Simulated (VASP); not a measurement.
# HfC (P6_3/mmc) in VASP: further runs

Runs on HfC. Level: LDA. Tasks: single point.

Program: VASP 6.6.1. These are calculated values, not measurements. Logs are shortened: lines on timing, memory, paths and dates and some standing lists are left out, and cuts for length are marked.

## 1. The cell of the first run

The structure is hexagonal, space group P6_3/mmc (No. 194). Conventional cell: a = 3.320 Å, b = 3.320 Å, c = 5.168 Å, α = 90.00°, β = 90.00°, γ = 120.00°. Hf (site symmetry -6m2) has 6 C at 2.31 Å within 3.1 Å. C (site symmetry -3m) has 6 Hf at 2.31 Å and 2 C at 2.58 Å within 3.1 Å.

## 2. Single point, LDA

INCAR reads:

```
PREC = Accurate ; ENCUT = 520
EDIFF = 1E-7 ; ISMEAR = -1
SIGMA = 0.05 ; LREAL = F
LASPH = T ; NELM = 100
ALGO = Normal ; ISIF = 2
LWAVE = F ; LCHARG = T
GGA = CA ; LELF = T
LVHAR = T ; NBANDS = 22
```

KPOINTS reads:

```
regular mesh
0
Gamma
  9 9 5
```

POSCAR reads:

```
HfC
1.0
    3.3204300345      0.0000000000      0.0000000000
   -1.6602150172      2.8755767613      0.0000000000
    0.0000000000      0.0000000000      5.1677954043
Hf C
2 2
Direct
    0.3333333333      0.6666666667      0.2500000000
    0.6666666667      0.3333333333      0.7500000000
    0.0000000000      0.0000000000      0.5000000000
    0.0000000000      0.0000000000      0.0000000000
```

Potentials or basis: VASP PAW LDA potentials, release 64 (Hf_pv, C).

Started as:

```
cat potpaw_LDA.64/Hf_pv/POTCAR potpaw_LDA.64/C/POTCAR > POTCAR
mpirun -np 1 vasp_std > vasp.out
```

OUTCAR:

```text
PREC = Accurate
   ENCUT = 520
   EDIFF = 1E-7
   ISMEAR = -1
   LREAL = F
   LASPH = T
   NELM = 100
   ISIF = 2
   GGA = CA

 ion  position               nearest neighbor table
   1  0.333  0.667  0.250-   3 2.31   4 2.31   3 2.31   4 2.31   3 2.31   4 2.31   2 3.22   2 3.22
                             2 3.22   2 3.22   2 3.22   2 3.22
   2  0.667  0.333  0.750-   3 2.31   4 2.31   3 2.31   4 2.31   3 2.31   4 2.31   1 3.22   1 3.22
                             1 3.22   1 3.22   1 3.22   1 3.22
   3  0.000  0.000  0.500-   1 2.31   2 2.31   1 2.31   2 2.31   2 2.31   1 2.31
   4  0.000  0.000  0.000-   1 2.31   2 2.31   1 2.31   2 2.31   2 2.31   1 2.31

  LATTYP: Found a hexagonal cell.
 ALAT       =     3.3204300345
 C/A-ratio  =     1.5563632875

  Lattice vectors:

 A1 = (   3.3204300345,   0.0000000000,   0.0000000000)
 A2 = (  -1.6602150172,   2.8755767613,   0.0000000000)
 A3 = (   0.0000000000,   0.0000000000,   5.1677954043)

Analysis of symmetry for initial positions (statically):
=====================================================================
 Subroutine PRICEL returns:
 Original cell was already a primitive cell.

 Routine SETGRP: Setting up the symmetry group for a
 hexagonal supercell.

 Subroutine GETGRP returns: Found 24 space group operations
 (whereof 12 operations were pure point group operations)
 out of a pool of 24 trial point group operations.

The static configuration has the point symmetry D_3d.
 The point group associated with its full space group is D_6h.

Analysis of symmetry for dynamics (positions and initial velocities):
=====================================================================
 Subroutine PRICEL returns:
 Original cell was already a primitive cell.

 Routine SETGRP: Setting up the symmetry group for a
 hexagonal supercell.

 Subroutine GETGRP returns: Found 24 space group operations
 (whereof 12 operations were pure point group operations)
 out of a pool of 24 trial point group operations.

The dynamic configuration has the point symmetry D_3d.
 The point group associated with its full space group is D_6h.

 Subroutine INISYM returns: Found 24 space group operations
 (whereof 12 operations are pure point group operations),
 and found     1 'primitive' translations

----------------------------------------------------------------------------------------

                                     Primitive cell

  volume of cell :      49.3429

  direct lattice vectors                    reciprocal lattice vectors
     3.320430035  0.000000000  0.000000000     0.301165810  0.173878161  0.000000000
    -1.660215017  2.875576761  0.000000000     0.000000000  0.347756323  0.000000000
     0.000000000  0.000000000  5.167795404     0.000000000  0.000000000  0.193506113

  length of vectors
     3.320430035  3.320430034  5.167795404     0.347756323  0.347756323  0.193506113

  position of ions in fractional coordinates (direct lattice)
     0.333333333  0.666666667  0.250000000
     0.666666667  0.333333333  0.750000000
     0.000000000  0.000000000  0.500000000
     0.000000000  0.000000000  0.000000000

  ion indices of the primitive-cell ions
   primitive index   ion index
                 1           1
                 2           2
                 3           3
                 4           4

----------------------------------------------------------------------------------------

 KPOINTS: regular mesh

Automatic generation of k-mesh.
 Grid dimensions read from file:
 generate k-points for:    9    9    5

 Generating k-lattice:

  Cartesian coordinates                     Fractional coordinates (reciprocal lattice)
     0.033462868  0.019319796  0.000000000     0.111111111  0.000000000  0.000000000
     0.000000000  0.038639591  0.000000000     0.000000000  0.111111111  0.000000000
     0.000000000  0.000000000  0.038701223     0.000000000  0.000000000  0.200000000

  Length of vectors
     0.038639591  0.038639591  0.038701223

  Shift w.r.t. Gamma in fractional coordinates (k-lattice)
     0.000000000  0.000000000  0.000000000

 Subroutine IBZKPT returns following result:
 ===========================================

 Found     36 irreducible k-points:

 Following reciprocal coordinates:
            Coordinates               Weight
  0.000000  0.000000  0.000000      1.000000
  0.111111 -0.000000  0.000000      6.000000
  0.222222  0.000000  0.000000      6.000000
  0.333333  0.000000  0.000000      6.000000
  0.444444  0.000000  0.000000      6.000000
  0.111111  0.111111  0.000000      6.000000
[... 16 lines left out ...]
  0.333333  0.222222  0.200000     24.000000
  0.333333  0.333333  0.200000      4.000000
 [... further k-points ...]
   k-points           NKPTS =     36   k-points in BZ     NKDIM =     36   number of bands    NBANDS=     22
   number of dos      NEDOS =    301   number of ions     NIONS =      4
   total plane-waves  NPLWV =  31360
   dimension x,y,z NGX =    28 NGY =   28 NGZ =   40
   dimension x,y,z NGXF=    56 NGYF=   56 NGZF=   80
   ions per type =               2   2
   NGX,Y,Z   is equivalent  to a cutoff of  14.02, 14.02, 12.87 a.u.
   NGXF,Y,Z  is equivalent  to a cutoff of  28.04, 28.04, 25.74 a.u.
 SYSTEM =  unknown system
   PREC   = accura    normal or accurate (medium, high low for compatibility)
   ISTART =      0    job   : 0-new  1-cont  2-samecut
   ICHARG =      2    charge: 1-file 2-atom 10-const
   ISPIN  =      1    spin polarized calculation?
   LNONCOLLINEAR =      F non collinear calculations
   LSORBIT =      F    spin-orbit coupling
   LASPH  =      T    aspherical Exc in radial PAW
   ENCUT  =  520.0 eV  38.22 Ry    6.18 a.u.   6.17  6.17  9.61*2*pi/ulx,y,z
   NELM   =    100;   NELMIN=  2; NELMDL= -5     # of ELM steps
   EDIFF  = 0.1E-06   stopping-criterion for ELM
   LREAL  =      F    real-space projection
   EDIFFG = 0.1E-05   stopping-criterion for IOM
   NSW    =      0    number of steps for IOM
   IBRION =     -1    ionic relax: 0-MD 1-quasi-New 2-CG
   NFREE  =      0    steps in history (QN), initial steepest desc. (CG)
   ISIF   =      2    stress and relaxation
   ISYM   =      2    0-nonsym 1-usesym 2-fastsym
   POTIM  = 0.5000    time-step for ionic-motion
   TEBEG  =    0.0;   TEEND  =   0.0 temperature during run
   PSTRESS=    0.0 pullay stress
   NELECT =      28.0000    total number of electrons
   NUPDOWN=      -1.0000    fix difference up-down
   EMIN   =  10.00;   EMAX   =-10.00  energy-range for DOS
   EFERMI =   0.00;   METHOD = LEGACY
   ISMEAR =    -1;   SIGMA  =   0.05  broadening in eV -4-tet -1-fermi 0-gaus
   EFERMI_NEDOS =   21; number of points for ismear=-14 and -15
   IALGO  =     38    algorithm
   IMIX   =      4    mixing-type and parameters
     AMIX     =   0.40;   BMIX     =  1.00
     AMIX_MAG =   1.60;   BMIX_MAG =  1.00
  volume/ion in A,a.u.               =      12.34        83.25
  Fermi-wavevector in a.u.,A,eV,Ry     =   1.355354  2.561247 24.993679  1.836984
  Thomas-Fermi vector in A             =   2.482448
   LORBIT       =      0    0 simple, 1 ext, 2 COOP (PROOUT), +10 PAW based schemes
   GGA     = CA    functional components
   LHFCALC =     F    Hartree Fock is set to
   AEXX    =    0.0000 exact exchange contribution
   IVDW    =     0    specifies the selected vdW correction
   LEPSILON=     F    determine dielectric tensor
   LRPA    =     F    only Hartree local field effects (RPA)
 non-spin polarized calculation
  energy-cutoff  :      520.00
  volume of cell :       49.34
 maximum number of plane-waves:      1345
 NGX is ok and might be reduce to    28
   NGX = 13   NGY = 13   NGZ = 19

 number of electron      28.0000002 magnetization

 Free energy of the ion-electron system (eV)
  ---------------------------------------------------
  ext. energy  EPLUGINS =         0.00000000
  ---------------------------------------------------
  free energy    TOTEN  =       -45.00332536 eV

  energy without entropy =      -44.99828327  energy(sigma->0) =      -45.00080431

 E-fermi :   6.3937     XC(G=0): -12.5772

 val. band max:        6.3705705274   @ k =   0.2222   0.2222   0.2000
 cond. band min:       6.4516922546   @ k =   0.1111   0.1111   0.2000
 fundamental gap:      0.0811217272
 Fermi energy:         6.3937363217

 k-point     1 :       0.0000    0.0000    0.0000
  band No.  band energies     occupation
      1     -23.9662      2.00000
      2     -23.3428      2.00000
      3     -23.3428      2.00000
      4     -23.2451      2.00000
      5     -23.2451      2.00000
      6     -23.1530      2.00000
[... 14 lines left out ...]
     21      10.7055      0.00000
     22      14.7211      0.00000

 k-point     2 :       0.1111   -0.0000    0.0000
  band No.  band energies     occupation
      1     -23.9349      2.00000
      2     -23.4061      2.00000
      3     -23.3669      2.00000
      4     -23.3041      2.00000
      5     -23.2477      2.00000
      6     -23.1651      2.00000
[... 14 lines left out ...]
     21      11.3333      0.00000
     22      14.1727      0.00000

 k-point     3 :       0.2222    0.0000    0.0000
  band No.  band energies     occupation
      1     -23.8488      2.00000
      2     -23.5675      2.00000
      3     -23.4453      2.00000
      4     -23.4212      2.00000
      5     -23.2604      2.00000
      6     -23.2023      2.00000
[... 14 lines left out ...]
     21      12.9124      0.00000
     22      13.1725      0.00000

 k-point     4 :       0.3333    0.0000    0.0000
  band No.  band energies     occupation
      1     -23.7492      2.00000
      2     -23.7309      2.00000
      3     -23.5961      2.00000
      4     -23.4773      2.00000
      5     -23.2799      2.00000
      6     -23.2642      2.00000
[... 14 lines left out ...]
     21      12.8394      0.00000
     22      13.5216      0.00000

 k-point     5 :       0.4444    0.0000    0.0000
  band No.  band energies     occupation
      1     -23.8655      2.00000
      2     -23.6907      2.00000
      3     -23.6261      2.00000
      4     -23.5120      2.00000
      5     -23.3321      2.00000
      6     -23.2942      2.00000
[... 417 lines left out ...]
 k-point    22 :       0.2222    0.2222    0.2000
  band No.  band energies     occupation
      1     -23.7738      2.00000
      2     -23.7578      2.00000
      3     -23.5271      2.00000
      4     -23.5209      2.00000
      5     -23.3981      2.00000
      6     -23.2759      2.00000
[... 14 lines left out ...]
     21      13.2473      0.00000
     22      13.9574      0.00000

 k-point    23 :       0.3333    0.2222    0.2000
  band No.  band energies     occupation
      1     -23.8309      2.00000
      2     -23.7303      2.00000
      3     -23.6258      2.00000
      4     -23.4861      2.00000
      5     -23.4319      2.00000
      6     -23.3207      2.00000
[... 14 lines left out ...]
     21      13.5988      0.00000
     22      14.0702      0.00000

 k-point    24 :       0.3333    0.3333    0.2000
  band No.  band energies     occupation
      1     -23.7959      2.00000
      2     -23.6955      2.00000
      3     -23.6955      2.00000
      4     -23.5462      2.00000
      5     -23.3774      2.00000
      6     -23.3774      2.00000
[... 14 lines left out ...]
     21      14.4945      0.00000
     22      14.4945      0.00000

 [... further k-points ...]
[... 5 lines left out ...]
  --------------------------------------------------------------------------------------
  -------------------------------------------------------------------------------------
  Total       -2.7422365     -2.7422365     -1.7933723     -0.0000000      0.0000000      0.0000000
  in kB      -89.0411756    -89.0411756    -58.2312916     -0.0000000      0.0000000      0.0000000
  external PRESSURE =     -78.7712143 kB  Pullay stress =       0.0000000 kB

 VOLUME and BASIS-vectors are now :
 -----------------------------------------------------------------------------
  energy-cutoff  :      520.00
  volume of cell :       49.34
      direct lattice vectors                 reciprocal lattice vectors
     3.320430035  0.000000000  0.000000000     0.301165810  0.173878161  0.000000000
    -1.660215017  2.875576761  0.000000000     0.000000000  0.347756323  0.000000000
     0.000000000  0.000000000  5.167795404     0.000000000  0.000000000  0.193506113

 POSITION                                       TOTAL-FORCE (eV/Angst)
 -----------------------------------------------------------------------------------
     -0.00000      1.91705      1.29195        -0.000000     -0.000000      0.000000
      1.66022      0.95853      3.87585         0.000000      0.000000      0.000000
      0.00000      0.00000      2.58390        -0.000000      0.000000      0.000000
      0.00000      0.00000      0.00000        -0.000000      0.000000      0.000000
 -----------------------------------------------------------------------------------
    total drift:                                0.000000     -0.000000      0.000000

  FREE ENERGIE OF THE ION-ELECTRON SYSTEM (eV)
  ---------------------------------------------------
  free  energy   TOTEN  =       -45.0033253632 eV

  energy  without entropy=      -44.9982832667  energy(sigma->0) =      -45.00080431
```

Wall time 77 s (1 thread of AMD EPYC 7R13, shared host); peak memory 0.15 GiB.

What came out:

| Property | Result |
| --- | --- |
| Free energy | -45.0033 eV |
| Pressure | -7.9 GPa |
| Band gap on the k mesh | zero (band 14 reaches 7.44 eV, above the bottom of band 15 at 6.37 eV) |

Caveat: spin-orbit coupling is left out, which moves the levels of the heavy elements.

## 3. Single point, LDA

This run uses another cell than the first one, of 12.59 Å³/atom, 1.020 times its volume.

INCAR reads:

```
SYSTEM = HfC
PREC = Accurate
ENCUT = 520
EDIFF = 1E-6
ISMEAR = -1
SIGMA = 0.05
LREAL = .False.
LASPH = .True.
NELM = 80
ALGO = Normal
ISIF = 2
LWAVE = .False.
LCHARG = .False.
GGA = CA
NBANDS = 22
```

KPOINTS reads:

```
regular mesh
0
Gamma
  9 9 5
  0 0 0
```

POSCAR reads:

```
HfC
1.0
    3.3428660531      0.0000000000      0.0000000000
   -1.6714330265      2.8950069234      0.0000000000
    0.0000000000      0.0000000000      5.2027140000
Hf C
2 2
Direct
    0.3333333333      0.6666666667      0.2500000000
    0.6666666667      0.3333333333      0.7500000000
    0.0000000000      0.0000000000      0.5000000000
    0.0000000000      0.0000000000      0.0000000000
```

Potentials or basis: VASP PAW LDA potentials, release 64 (Hf_pv, C).

Started as:

```
cat potpaw_LDA.64/Hf_pv/POTCAR potpaw_LDA.64/C/POTCAR > POTCAR
mpirun -np 1 vasp_std > vasp.out
```

It took 65 s on 1 thread of AMD EPYC 7R13, shared host; peak memory 0.15 GiB.

The run converged. Its results:

```
Free energy            : -44.9398 eV
Pressure               : -12.4 GPa
Band gap on the k mesh : zero (band 14 reaches 7.27 eV, above the bottom of band 15 at 6.21 eV)
```

Stress tensor (GPa, compression positive):
```
-13.47   0.00   0.00
  0.00 -13.47   0.00
  0.00   0.00 -10.14
```

Levels at points of the mesh, in eV from the Fermi level:
| k point | band 12 | band 13 | band 14 | band 15 | band 16 | band 17 |
| --- | --- | --- | --- | --- | --- | --- |
| (0.00, 0.00, 0.00) | -1.14 | -1.14 | 1.03 | 1.44 | 1.44 | 1.91 |

Caveat: spin-orbit coupling is left out, which moves the levels of the heavy elements.
